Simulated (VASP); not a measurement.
# V (Fm-3m) in VASP: single point with r2SCAN

Aim: the single point of V with r2SCAN.

All numbers are computed with VASP 6.6.1; they aren't measurements. Logs are shortened: lines on timing, memory, paths and dates and some standing lists are left out, and cuts for length are marked.

## (1) The cell of the first run

It takes space group Fm-3m (No. 225, cubic). Conventional cell: a = 3.801 Å, b = 3.801 Å, c = 3.801 Å, α = 90.00°, β = 90.00°, γ = 90.00°. Within 3.5 Å of V (site symmetry m-3m) lie 12 V at 2.69 Å.

This isn't the form of V at room conditions, which is bcc.

## (2) Single point, r2SCAN, collinear spin, antiferromagnetic start

POSCAR

```
V
1.0
    0.0000000000      1.9003685517      1.9003685517
    3.8007371034      1.9003685517      1.9003685517
    3.8007371034      3.8007371034      0.0000000000
V
2
Direct
    0.0000000000      0.0000000000      0.0000000000
    0.0000000000      0.0000000000      0.5000000000
```

INCAR.step1

```
SYSTEM = V
PREC = Accurate
ENCUT = 520
ISMEAR = 0
SIGMA = 0.05
LREAL = .False.
LASPH = .True.
NELM = 150
ISPIN = 2
MAGMOM = 1 -1
LMAXMIX = 4
NBANDS = 24
GGA = PE
ALGO = Normal
EDIFF = 1E-4
LWAVE = .True.
LCHARG = .False.
```

INCAR.step2

```
SYSTEM = V
PREC = Accurate
ENCUT = 520
EDIFF = 1E-6
ISMEAR = 0
SIGMA = 0.05
LREAL = .False.
LASPH = .True.
NELM = 150
ALGO = Normal
ISIF = 2
LWAVE = .False.
LCHARG = .False.
ISPIN = 2
MAGMOM = 1 -1
LORBIT = 11
LMAXMIX = 4
METAGGA = R2SCAN
LMIXTAU = .True.
NBANDS = 24
ISTART = 1
```

KPOINTS

```
Automatic mesh
0
Gamma
  18 18 9
  0 0 0
```

Potentials or basis: VASP PAW PBE potentials, release 64 (V_sv).

Started as:

```
> cat potpaw_PBE.64/V_sv/POTCAR > POTCAR
> cp INCAR.step1 INCAR
> mpirun -np 1 vasp_std > vasp.out
> cp INCAR.step2 INCAR
> mpirun -np 1 vasp_std > vasp.out
```

OUTCAR:

```text
SYSTEM = V
   PREC = Accurate
   ENCUT = 520
   EDIFF = 1E-6
   ISMEAR = 0
   LREAL = .False.
   LASPH = .True.
   NELM = 150
   ISIF = 2
   ISPIN = 2
   LORBIT = 11
   METAGGA = R2SCAN
   ISTART = 1

 ion  position               nearest neighbor table
   1  0.000  0.000  0.000-   2 2.69   2 2.69   2 2.69   2 2.69   2 2.69   2 2.69   2 2.69   2 2.69

   2  0.000  0.000  0.500-   1 2.69   1 2.69   1 2.69   1 2.69   1 2.69   1 2.69   1 2.69   1 2.69

  LATTYP: Found a simple tetragonal cell.
 ALAT       =     2.6875269793
 C/A-ratio  =     1.4142135624

  Lattice vectors:

 A1 = (   0.0000000000,  -1.9003685517,   1.9003685517)
 A2 = (   0.0000000000,  -1.9003685517,  -1.9003685517)
 A3 = (   3.8007371034,   0.0000000000,   0.0000000000)

Analysis of symmetry for initial positions (statically):
=====================================================================
 Subroutine PRICEL returns following result:

  LATTYP: Found a face centered cubic cell.
 ALAT       =     3.8007371034

  Lattice vectors:

 A1 = (  -1.9003685517,   1.9003685517,  -0.0000000000)
 A2 = (  -1.9003685517,   0.0000000000,   1.9003685517)
 A3 = (   0.0000000000,   1.9003685517,   1.9003685517)

   2 primitive cells build up your supercell.

 Routine SETGRP: Setting up the symmetry group for a
 simple tetragonal supercell.

 Subroutine GETGRP returns: Found 16 space group operations
 (whereof 16 operations were pure point group operations)
 out of a pool of 16 trial point group operations.

The static configuration has the point symmetry D_4h.

Analysis of symmetry for dynamics (positions and initial velocities):
=====================================================================
 Subroutine PRICEL returns following result:

  LATTYP: Found a face centered cubic cell.
 ALAT       =     3.8007371034

  Lattice vectors:

 A1 = (  -1.9003685517,   1.9003685517,  -0.0000000000)
 A2 = (  -1.9003685517,   0.0000000000,   1.9003685517)
 A3 = (   0.0000000000,   1.9003685517,   1.9003685517)

   2 primitive cells build up your supercell.

 Routine SETGRP: Setting up the symmetry group for a
 simple tetragonal supercell.

 Subroutine GETGRP returns: Found 16 space group operations
 (whereof 16 operations were pure point group operations)
 out of a pool of 16 trial point group operations.

The dynamic configuration has the point symmetry D_4h.

Analysis of structural, dynamic, and magnetic symmetry:
=====================================================================
 Subroutine PRICEL returns following result:

  LATTYP: Found a face centered cubic cell.
 ALAT       =     3.8007371034

  Lattice vectors:

 A1 = (  -1.9003685517,   1.9003685517,  -0.0000000000)
 A2 = (  -1.9003685517,   0.0000000000,   1.9003685517)
 A3 = (   0.0000000000,   1.9003685517,   1.9003685517)

   2 primitive cells build up your supercell.

 Routine SETGRP: Setting up the symmetry group for a
 simple tetragonal supercell.

 Subroutine GETGRP returns: Found 16 space group operations
 (whereof 16 operations were pure point group operations)
 out of a pool of 16 trial point group operations.

The overall configuration has the point symmetry D_4h.

 Subroutine INISYM returns: Found 16 space group operations
 (whereof 16 operations are pure point group operations),
 and found     2 'primitive' translations

----------------------------------------------------------------------------------------

                                     Primitive cell

  volume of cell :      13.7260

  direct lattice vectors                    reciprocal lattice vectors
    -1.900368552  1.900368552 -0.000000000    -0.263106859  0.263106859 -0.263106859
    -1.900368552  0.000000000  1.900368552    -0.263106859 -0.263106859  0.263106859
     0.000000000  1.900368552  1.900368552     0.263106859  0.263106859  0.263106859

  length of vectors
     2.687526979  2.687526979  2.687526979     0.455714447  0.455714447  0.455714447

  position of ions in fractional coordinates (direct lattice)
     0.000000000  0.000000000  0.000000000

  ion indices of the primitive-cell ions
   primitive index   ion index
                 1           1

----------------------------------------------------------------------------------------

 KPOINTS: Automatic mesh

Automatic generation of k-mesh.
 Grid dimensions read from file:
 generate k-points for:   18   18    9

 Generating k-lattice:

  Cartesian coordinates                     Fractional coordinates (reciprocal lattice)
    -0.014617048  0.014617048  0.014617048     0.055555556  0.000000000  0.000000000
     0.014617048 -0.014617048  0.014617048     0.000000000  0.055555556  0.000000000
     0.000000000  0.029234095 -0.029234095     0.000000000  0.000000000  0.111111111

  Length of vectors
     0.025317469  0.025317469  0.041343254

  Shift w.r.t. Gamma in fractional coordinates (k-lattice)
     0.000000000  0.000000000  0.000000000

 Subroutine IBZKPT returns following result:
 ===========================================

 Found    275 irreducible k-points:

 Following reciprocal coordinates:
            Coordinates               Weight
  0.000000  0.000000  0.000000      1.000000
  0.055556  0.000000  0.000000      8.000000
  0.111111  0.000000  0.000000      8.000000
  0.166667  0.000000  0.000000      8.000000
  0.222222  0.000000  0.000000      8.000000
  0.277778  0.000000  0.000000      8.000000
[... 16 lines left out ...]
 -0.277778  0.055556  0.000000     16.000000
 -0.222222  0.055556  0.000000     16.000000
 [... further k-points ...]
   k-points           NKPTS =    275   k-points in BZ     NKDIM =    275   number of bands    NBANDS=     24
   number of dos      NEDOS =    301   number of ions     NIONS =      2
   total plane-waves  NPLWV =  28800
   dimension x,y,z NGX =    20 NGY =   36 NGZ =   40
   dimension x,y,z NGXF=    40 NGYF=   72 NGZF=   80
   ions per type =               2
   NGX,Y,Z   is equivalent  to a cutoff of  12.37, 12.86, 12.37 a.u.
   NGXF,Y,Z  is equivalent  to a cutoff of  24.74, 25.71, 24.74 a.u.
 SYSTEM =  V
   PREC   = accura    normal or accurate (medium, high low for compatibility)
   ISTART =      1    job   : 0-new  1-cont  2-samecut
   ICHARG =      0    charge: 1-file 2-atom 10-const
   ISPIN  =      2    spin polarized calculation?
   LNONCOLLINEAR =      F non collinear calculations
   LSORBIT =      F    spin-orbit coupling
   LASPH  =      T    aspherical Exc in radial PAW
   ENCUT  =  520.0 eV  38.22 Ry    6.18 a.u.   5.00  8.66  9.99*2*pi/ulx,y,z
   NELM   =    150;   NELMIN=  2; NELMDL=  0     # of ELM steps
   EDIFF  = 0.1E-05   stopping-criterion for ELM
   LREAL  =      F    real-space projection
   EDIFFG = 0.1E-04   stopping-criterion for IOM
   NSW    =      0    number of steps for IOM
   IBRION =     -1    ionic relax: 0-MD 1-quasi-New 2-CG
   NFREE  =      0    steps in history (QN), initial steepest desc. (CG)
   ISIF   =      2    stress and relaxation
   ISYM   =      2    0-nonsym 1-usesym 2-fastsym
   POTIM  = 0.5000    time-step for ionic-motion
   TEBEG  =    0.0;   TEEND  =   0.0 temperature during run
   PSTRESS=    0.0 pullay stress
   NELECT =      26.0000    total number of electrons
   NUPDOWN=      -1.0000    fix difference up-down
   EMIN   =  10.00;   EMAX   =-10.00  energy-range for DOS
   EFERMI =   0.00;   METHOD = LEGACY
   ISMEAR =     0;   SIGMA  =   0.05  broadening in eV -4-tet -1-fermi 0-gaus
   EFERMI_NEDOS =   21; number of points for ismear=-14 and -15
   IALGO  =     38    algorithm
   IMIX   =      4    mixing-type and parameters
     AMIX     =   0.40;   BMIX     =  1.00
     AMIX_MAG =   1.60;   BMIX_MAG =  1.00
  volume/ion in A,a.u.               =      13.73        92.63
  Fermi-wavevector in a.u.,A,eV,Ry     =   1.607711  3.038134 35.167471  2.584736
  Thomas-Fermi vector in A             =   2.703697
   LORBIT       =     11    0 simple, 1 ext, 2 COOP (PROOUT), +10 PAW based schemes
   METAGGA = R2SCAN    functional components
   LHFCALC =     F    Hartree Fock is set to
   AEXX    =    0.0000 exact exchange contribution
   IVDW    =     0    specifies the selected vdW correction
   LEPSILON=     F    determine dielectric tensor
   LRPA    =     F    only Hartree local field effects (RPA)
 spin polarized calculation
 Gauss-broadening in eV      SIGMA  =   0.05
  energy-cutoff  :      520.00
  volume of cell :       27.45
 maximum number of plane-waves:       760
   NGX =  9   NGY = 17   NGZ = 19

 number of electron      26.0000009 magnetization      -0.0000000

 number of electron      26.0000009 magnetization       0.0000000

 Free energy of the ion-electron system (eV)
  ---------------------------------------------------
  ext. energy  EPLUGINS =         0.00000000
  ---------------------------------------------------
  free energy    TOTEN  =       -27.77984993 eV

  energy without entropy =      -27.77512903  energy(sigma->0) =      -27.77748948

 E-fermi :   9.7704     XC(G=0): -13.9547

 val. band max:        9.7684004926   @ k =   0.4444   0.2222   0.2222
 cond. band min:       9.7706043104   @ k =   0.1667  -0.3333   0.1111
 fundamental gap:      0.0022038178
 Fermi energy:         9.7704016979

 spin component 1

 k-point     1 :       0.0000    0.0000    0.0000
  band No.  band energies     occupation
      1     -56.9378      1.00000
      2     -56.7007      1.00000
      3     -29.9440      1.00000
      4     -29.4301      1.00000
      5     -29.4300      1.00000
      6     -29.1244      1.00000
[... 637 lines left out ...]
     23      25.4976      0.00000
     24      27.0635      0.00000

 [... further k-points ...]

 spin component 2

 k-point     1 :       0.0000    0.0000    0.0000
  band No.  band energies     occupation
      1     -56.9378      1.00000
      2     -56.7007      1.00000
      3     -29.9440      1.00000
      4     -29.4301      1.00000
      5     -29.4300      1.00000
      6     -29.1244      1.00000
[... 637 lines left out ...]
     23      25.4976      0.00000
     24      27.0635      0.00000

 [... further k-points ...]

------------------------ aborting loop because EDIFF is reached ----------------------------------------

  FORCE on cell =-STRESS in cart. coord.  units (eV):
  Direction    XX          YY          ZZ          XY          YZ          ZX
  --------------------------------------------------------------------------------------
  -------------------------------------------------------------------------------------
  Total        0.0929392      0.0922846      0.0922846      0.0000000     -0.0000000      0.0000000
  in kB        5.4242064      5.3859977      5.3859977      0.0000000     -0.0000000      0.0000000
  external PRESSURE =       5.3987339 kB  Pullay stress =       0.0000000 kB

 VOLUME and BASIS-vectors are now :
 -----------------------------------------------------------------------------
  energy-cutoff  :      520.00
  volume of cell :       27.45
      direct lattice vectors                 reciprocal lattice vectors
     0.000000000  1.900368552  1.900368552    -0.263106859  0.263106859  0.263106859
     3.800737103  1.900368552  1.900368552     0.263106859 -0.263106859  0.263106859
     3.800737103  3.800737103  0.000000000     0.000000000  0.263106859 -0.263106859

 POSITION                                       TOTAL-FORCE (eV/Angst)
 -----------------------------------------------------------------------------------
      0.00000      0.00000      0.00000         0.000000      0.000000      0.000000
      1.90037      1.90037      0.00000        -0.000000     -0.000000     -0.000000
 -----------------------------------------------------------------------------------
    total drift:                               -0.000000     -0.000000     -0.000000

  FREE ENERGIE OF THE ION-ELECTRON SYSTEM (eV)
  ---------------------------------------------------
  free  energy   TOTEN  =       -27.7798499347 eV

  energy  without entropy=      -27.7751290305  energy(sigma->0) =      -27.77748948

 total charge

# of ion       s       p       d       tot
------------------------------------------
    1        2.341   6.246   2.988  11.575
    2        2.341   6.246   2.988  11.575
--------------------------------------------------
tot          4.683  12.492   5.976  23.151

 magnetization (x)

# of ion       s       p       d       tot
------------------------------------------
    1        0.000   0.000   0.005   0.005
    2       -0.000  -0.000  -0.005  -0.005
--------------------------------------------------
tot          0.000   0.000   0.000   0.000
```

Run time: 39 min. Hardware: 1 thread of Intel Xeon 8259CL, shared host; peak memory 0.39 GiB.

Results:

* Free energy: -27.7798 eV
* Pressure: 0.5 GPa
* Band gap on the k mesh: zero (filled and empty bands overlap)
* Net moment: 0.00 μB per cell
* Valence electrons inside the program's atomic spheres: V 11.57

Caveat: the moments typed at the start vanished in this run; the PAW data sets were made with another functional, which shifts forces and pressure a little.
